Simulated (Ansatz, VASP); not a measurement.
Si2Ni: VASP beside Ansatz

```xyz
3
Lattice="0.0000 2.6975 2.6975 2.6975 0.0000 2.6975 2.6975 2.6975 0.0000" Properties=species:S:1:pos:R:3 pbc="T T T"
Si    1.3487    1.3487    1.3487
Si    4.0462    4.0462    4.0462
Ni    0.0000    0.0000    0.0000
```

Alike in both runs: task relaxation of cell and atoms; functional PBE; dispersion D3(BJ); k mesh 14 × 14 × 14; occupations gaussian, width 0.1 eV; no spin polarisation.

```csv
,VASP,Ansatz
version,VASP 6.6.1,Ansatz 0.2.0
potentials or method,"VASP PAW PBE potentials, release 64 (Si, Ni), cutoff 600 eV","scalar-relativistic, plane waves, PAW"
valence electrons in the cell,18,26
```

```csv
,VASP,Ansatz,Ansatz less VASP
"gap on the k mesh at the Fermi level, each at its own relaxed structure (eV)",none,none,-
relaxed volume (Å³/atom),12.98,12.98,0.000
relaxed cell length with the largest relative difference (Å),3.805,3.805,0.0000
```

A gap of «none» marks a metal or a gap that the smearing closes. VASP's potentials hold 18 valence electrons a cell and Ansatz's 26, so a difference there can come from the potentials and not from the codes.
